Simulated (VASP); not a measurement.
# In2O (antifluorite type) (Fm-3m) in VASP: notebook

Runs on In2O (antifluorite type). Level: PBE. Tasks: single point.

Everything below comes from runs of VASP 6.6.1. Logs are shortened: lines on timing, memory, paths and dates and some standing lists are left out, and cuts for length are marked.

## Step 1: The cell of the first run

Symmetry: Fm-3m, No. 225, cubic system. The conventional cell has a = 6.537 Å, b = 6.537 Å, c = 6.537 Å, α = 90.00°, β = 90.00°, γ = 90.00°. In (site symmetry -43m) has 4 O at 2.83 Å and 6 In at 3.27 Å within 3.7 Å. O (site symmetry m-3m) has 8 In at 2.83 Å within 3.7 Å.

## Step 2: Single point, PBE

File INCAR:

```
SYSTEM = In2O
ALGO = Normal
EDIFF = 1E-6
ENCUT = 520
GGA = PE
ISIF = 2
ISMEAR = -1
LASPH = .TRUE.
LCHARG = .TRUE.
LELF = .TRUE.
LREAL = .FALSE.
LVHAR = .TRUE.
LWAVE = .FALSE.
NBANDS = 23
NELM = 60
PREC = Accurate
SIGMA = 0.06122561905347299
```

File KPOINTS:

```
k-points
0
G
  10 10 10
  0 0 0
```

File POSCAR:

```
In2O
1.0
    0.0000000000      3.2687405474      3.2687405474
    3.2687405474      0.0000000000      3.2687405474
    3.2687405474      3.2687405474      0.0000000000
In O
2 1
Direct
    0.2500000000      0.2500000000      0.2500000000
    0.7500000000      0.7500000000      0.7500000000
    0.0000000000      0.0000000000      0.0000000000
```

Potentials or basis: VASP PAW PBE potentials, release 64 (In_d, O).

Run with:

```sh
$ cat potpaw_PBE.64/In_d/POTCAR potpaw_PBE.64/O/POTCAR > POTCAR
$ mpirun -np 1 vasp_std > vasp.out
```

OUTCAR:

```text
SYSTEM = In2O
   EDIFF = 1E-6
   ENCUT = 520
   GGA = PE
   ISIF = 2
   ISMEAR = -1
   LASPH = .TRUE.
   LREAL = .FALSE.
   NELM = 60
   PREC = Accurate

 ion  position               nearest neighbor table
   1  0.250  0.250  0.250-   3 2.83   3 2.83   3 2.83   3 2.83   2 3.27   2 3.27   2 3.27   2 3.27
                             2 3.27   2 3.27
   2  0.750  0.750  0.750-   3 2.83   3 2.83   3 2.83   3 2.83   1 3.27   1 3.27   1 3.27   1 3.27
                             1 3.27   1 3.27
   3  0.000  0.000  0.000-   2 2.83   2 2.83   2 2.83   1 2.83   2 2.83   1 2.83   1 2.83   1 2.83

  LATTYP: Found a face centered cubic cell.
 ALAT       =     6.5374810948

  Lattice vectors:

 A1 = (   0.0000000000,   3.2687405474,   3.2687405474)
 A2 = (   3.2687405474,   0.0000000000,   3.2687405474)
 A3 = (   3.2687405474,   3.2687405474,   0.0000000000)

Analysis of symmetry for initial positions (statically):
=====================================================================
 Subroutine PRICEL returns:
 Original cell was already a primitive cell.

 Routine SETGRP: Setting up the symmetry group for a
 face centered cubic supercell.

 Subroutine GETGRP returns: Found 48 space group operations
 (whereof 48 operations were pure point group operations)
 out of a pool of 48 trial point group operations.

The static configuration has the point symmetry O_h .

Analysis of symmetry for dynamics (positions and initial velocities):
=====================================================================
 Subroutine PRICEL returns:
 Original cell was already a primitive cell.

 Routine SETGRP: Setting up the symmetry group for a
 face centered cubic supercell.

 Subroutine GETGRP returns: Found 48 space group operations
 (whereof 48 operations were pure point group operations)
 out of a pool of 48 trial point group operations.

The dynamic configuration has the point symmetry O_h .

 Subroutine INISYM returns: Found 48 space group operations
 (whereof 48 operations are pure point group operations),
 and found     1 'primitive' translations

----------------------------------------------------------------------------------------

                                     Primitive cell

  volume of cell :      69.8508

  direct lattice vectors                    reciprocal lattice vectors
     0.000000000  3.268740547  3.268740547    -0.152964113  0.152964113  0.152964113
     3.268740547  0.000000000  3.268740547     0.152964113 -0.152964113  0.152964113
     3.268740547  3.268740547  0.000000000     0.152964113  0.152964113 -0.152964113

  length of vectors
     4.622697214  4.622697214  4.622697214     0.264941616  0.264941616  0.264941616

  position of ions in fractional coordinates (direct lattice)
     0.250000000  0.250000000  0.250000000
     0.750000000  0.750000000  0.750000000
     0.000000000  0.000000000  0.000000000

  ion indices of the primitive-cell ions
   primitive index   ion index
                 1           1
                 2           2
                 3           3

----------------------------------------------------------------------------------------

 KPOINTS: k-points

Automatic generation of k-mesh.
 Grid dimensions read from file:
 generate k-points for:   10   10   10

 Generating k-lattice:

  Cartesian coordinates                     Fractional coordinates (reciprocal lattice)
    -0.015296411  0.015296411  0.015296411     0.100000000  0.000000000  0.000000000
     0.015296411 -0.015296411  0.015296411     0.000000000  0.100000000  0.000000000
     0.015296411  0.015296411 -0.015296411     0.000000000  0.000000000  0.100000000

  Length of vectors
     0.026494162  0.026494162  0.026494162

  Shift w.r.t. Gamma in fractional coordinates (k-lattice)
     0.000000000  0.000000000  0.000000000

 Subroutine IBZKPT returns following result:
 ===========================================

 Found     47 irreducible k-points:

 Following reciprocal coordinates:
            Coordinates               Weight
  0.000000  0.000000  0.000000      1.000000
  0.100000  0.000000  0.000000      8.000000
  0.200000  0.000000  0.000000      8.000000
  0.300000  0.000000  0.000000      8.000000
  0.400000  0.000000  0.000000      8.000000
  0.500000  0.000000  0.000000      4.000000
[... 16 lines left out ...]
  0.300000  0.300000  0.000000      6.000000
  0.400000  0.300000  0.000000     24.000000
 [... further k-points ...]
   k-points           NKPTS =     47   k-points in BZ     NKDIM =     47   number of bands    NBANDS=     23
   number of dos      NEDOS =    301   number of ions     NIONS =      3
   total plane-waves  NPLWV =  46656
   dimension x,y,z NGX =    36 NGY =   36 NGZ =   36
   dimension x,y,z NGXF=    72 NGYF=   72 NGZF=   72
   ions per type =               2   1
   NGX,Y,Z   is equivalent  to a cutoff of  12.95, 12.95, 12.95 a.u.
   NGXF,Y,Z  is equivalent  to a cutoff of  25.89, 25.89, 25.89 a.u.
 SYSTEM =  In2O
   PREC   = accura    normal or accurate (medium, high low for compatibility)
   ISTART =      0    job   : 0-new  1-cont  2-samecut
   ICHARG =      2    charge: 1-file 2-atom 10-const
   ISPIN  =      1    spin polarized calculation?
   LNONCOLLINEAR =      F non collinear calculations
   LSORBIT =      F    spin-orbit coupling
   LASPH  =      T    aspherical Exc in radial PAW
   ENCUT  =  520.0 eV  38.22 Ry    6.18 a.u.   8.60  8.60  8.60*2*pi/ulx,y,z
   NELM   =     60;   NELMIN=  2; NELMDL= -5     # of ELM steps
   EDIFF  = 0.1E-05   stopping-criterion for ELM
   LREAL  =      F    real-space projection
   EDIFFG = 0.1E-04   stopping-criterion for IOM
   NSW    =      0    number of steps for IOM
   IBRION =     -1    ionic relax: 0-MD 1-quasi-New 2-CG
   NFREE  =      0    steps in history (QN), initial steepest desc. (CG)
   ISIF   =      2    stress and relaxation
   ISYM   =      2    0-nonsym 1-usesym 2-fastsym
   POTIM  = 0.5000    time-step for ionic-motion
   TEBEG  =    0.0;   TEEND  =   0.0 temperature during run
   PSTRESS=    0.0 pullay stress
   NELECT =      32.0000    total number of electrons
   NUPDOWN=      -1.0000    fix difference up-down
   EMIN   =  10.00;   EMAX   =-10.00  energy-range for DOS
   EFERMI =   0.00;   METHOD = LEGACY
   ISMEAR =    -1;   SIGMA  =   0.06  broadening in eV -4-tet -1-fermi 0-gaus
   EFERMI_NEDOS =   21; number of points for ismear=-14 and -15
   IALGO  =     38    algorithm
   IMIX   =      4    mixing-type and parameters
     AMIX     =   0.40;   BMIX     =  1.00
     AMIX_MAG =   1.60;   BMIX_MAG =  1.00
  volume/ion in A,a.u.               =      23.28       157.13
  Fermi-wavevector in a.u.,A,eV,Ry     =   1.262024  2.384880 21.670071  1.592705
  Thomas-Fermi vector in A             =   2.395454
   LORBIT       =      0    0 simple, 1 ext, 2 COOP (PROOUT), +10 PAW based schemes
   GGA     = PE    functional components
   LHFCALC =     F    Hartree Fock is set to
   AEXX    =    0.0000 exact exchange contribution
   IVDW    =     0    specifies the selected vdW correction
   LEPSILON=     F    determine dielectric tensor
   LRPA    =     F    only Hartree local field effects (RPA)
 non-spin polarized calculation
  energy-cutoff  :      520.00
  volume of cell :       69.85
 maximum number of plane-waves:      1901
 NGX is ok and might be reduce to    36
   NGX = 17   NGY = 17   NGZ = 17

 number of electron      31.9999989 magnetization

 Free energy of the ion-electron system (eV)
  ---------------------------------------------------
  ext. energy  EPLUGINS =         0.00000000
  ---------------------------------------------------
  free energy    TOTEN  =       -10.58411629 eV

  energy without entropy =      -10.57097954  energy(sigma->0) =      -10.57754792

 E-fermi :   5.1033     XC(G=0):  -9.5423

 val. band max:        5.0765848460   @ k =  -0.4000   0.5000   0.1000
 cond. band min:       5.1057766216   @ k =   0.5000   0.0000   0.0000
 fundamental gap:      0.0291917756
 Fermi energy:         5.1032985390

 k-point     1 :       0.0000    0.0000    0.0000
  band No.  band energies     occupation
      1     -11.5320      2.00000
      2      -9.3721      2.00000
      3      -9.3721      2.00000
      4      -9.2115      2.00000
      5      -9.2115      2.00000
      6      -9.2115      2.00000
[... 15 lines left out ...]
     22      11.6537      0.00000
     23      13.8861      0.00000

 k-point     2 :       0.1000    0.0000    0.0000
  band No.  band energies     occupation
      1     -11.5294      2.00000
      2      -9.3599      2.00000
      3      -9.3599      2.00000
      4      -9.2039      2.00000
      5      -9.2039      2.00000
      6      -9.1946      2.00000
[... 15 lines left out ...]
     22      11.3373      0.00000
     23      14.4790      0.00000

 k-point     3 :       0.2000    0.0000    0.0000
  band No.  band energies     occupation
      1     -11.5230      2.00000
      2      -9.3238      2.00000
      3      -9.3238      2.00000
      4      -9.1821      2.00000
      5      -9.1821      2.00000
      6      -9.1508      2.00000
[... 15 lines left out ...]
     22      11.1251      0.00000
     23      14.7173      0.00000

 k-point     4 :       0.3000    0.0000    0.0000
  band No.  band energies     occupation
      1     -11.5152      2.00000
      2      -9.2668      2.00000
      3      -9.2668      2.00000
      4      -9.1494      2.00000
      5      -9.1494      2.00000
      6      -9.1014      2.00000
[... 15 lines left out ...]
     22      11.2323      0.00000
     23      14.8978      0.00000

 k-point     5 :       0.4000    0.0000    0.0000
  band No.  band energies     occupation
      1     -11.5092      2.00000
      2      -9.1935      2.00000
      3      -9.1935      2.00000
      4      -9.1105      2.00000
      5      -9.1105      2.00000
      6      -9.0757      2.00000
[... 15 lines left out ...]
     22      11.0492      0.00000
     23      15.8442      0.00000

 k-point     6 :       0.5000    0.0000    0.0000
  band No.  band energies     occupation
      1     -11.5071      2.00000
      2      -9.1136      2.00000
      3      -9.1136      2.00000
      4      -9.1109      2.00000
      5      -9.1109      2.00000
      6      -9.0717      2.00000
[... 15 lines left out ...]
     22      10.8957      0.00000
     23      16.0881      0.00000

 k-point     7 :       0.1000    0.1000    0.0000
  band No.  band energies     occupation
      1     -11.5286      2.00000
      2      -9.3698      2.00000
      3      -9.3426      2.00000
      4      -9.2000      2.00000
      5      -9.1959      2.00000
      6      -9.1959      2.00000
[... 353 lines left out ...]
     22      13.2355      0.00000
     23      14.5220      0.00000

 k-point    21 :      -0.3000    0.2000    0.0000
  band No.  band energies     occupation
      1     -11.5079      2.00000
      2      -9.2741      2.00000
      3      -9.1345      2.00000
      4      -9.1177      2.00000
      5      -9.1027      2.00000
      6      -9.0996      2.00000
[... 15 lines left out ...]
     22      13.5459      0.00000
     23      14.2079      0.00000

 k-point    22 :      -0.2000    0.2000    0.0000
  band No.  band energies     occupation
      1     -11.5131      2.00000
      2      -9.3090      2.00000
      3      -9.2004      2.00000
      4      -9.1598      2.00000
      5      -9.1069      2.00000
      6      -9.1051      2.00000
[... 15 lines left out ...]
     22      13.5761      0.00000
     23      13.6932      0.00000

 k-point    23 :       0.3000    0.3000    0.0000
  band No.  band energies     occupation
      1     -11.5117      2.00000
      2      -9.3562      2.00000
      3      -9.1721      2.00000
      4      -9.1260      2.00000
      5      -9.1031      2.00000
      6      -9.1031      2.00000
[... 15 lines left out ...]
     22      13.3445      0.00000
     23      13.3445      0.00000

 k-point    24 :       0.4000    0.3000    0.0000
  band No.  band energies     occupation
      1     -11.5078      2.00000
      2      -9.3412      2.00000
      3      -9.1300      2.00000
      4      -9.1260      2.00000
      5      -9.1134      2.00000
      6      -9.0769      2.00000
[... 15 lines left out ...]
     22      13.2075      0.00000
     23      13.8312      0.00000

 [... further k-points ...]

------------------------ aborting loop because EDIFF is reached ----------------------------------------

  FORCE on cell =-STRESS in cart. coord.  units (eV):
  Direction    XX          YY          ZZ          XY          YZ          ZX
  --------------------------------------------------------------------------------------
  -------------------------------------------------------------------------------------
  Total       -1.0325042     -1.0325042     -1.0325042     -0.0000000      0.0000000      0.0000000
  in kB      -23.6826913    -23.6826913    -23.6826913     -0.0000000      0.0000000      0.0000000
  external PRESSURE =     -23.6826913 kB  Pullay stress =       0.0000000 kB

 VOLUME and BASIS-vectors are now :
 -----------------------------------------------------------------------------
  energy-cutoff  :      520.00
  volume of cell :       69.85
      direct lattice vectors                 reciprocal lattice vectors
     0.000000000  3.268740547  3.268740547    -0.152964113  0.152964113  0.152964113
     3.268740547  0.000000000  3.268740547     0.152964113 -0.152964113  0.152964113
     3.268740547  3.268740547  0.000000000     0.152964113  0.152964113 -0.152964113

 POSITION                                       TOTAL-FORCE (eV/Angst)
 -----------------------------------------------------------------------------------
      1.63437      1.63437      1.63437        -0.000000     -0.000000     -0.000000
      4.90311      4.90311      4.90311         0.000000      0.000000      0.000000
      0.00000      0.00000      0.00000        -0.000000     -0.000000      0.000000
 -----------------------------------------------------------------------------------
    total drift:                                0.000000      0.000000      0.000000

  FREE ENERGIE OF THE ION-ELECTRON SYSTEM (eV)
  ---------------------------------------------------
  free  energy   TOTEN  =       -10.5841162926 eV

  energy  without entropy=      -10.5709795436  energy(sigma->0) =      -10.57754792
```

Wall time 2.6 min (1 thread of Intel Xeon 8259CL, shared host); peak memory 0.24 GiB.

Results:

```
Free energy            : -10.5841 eV
Pressure               : -2.4 GPa
Band gap on the k mesh : zero (bands 16 and 17 overlap by 1.29 eV)
```

Caveat: spin-orbit coupling is left out, which moves the levels of the heavy elements.

[end of part 1 of 2]

The gap in the log of VASP goes by the Fermi energy; the results here count the filled bands.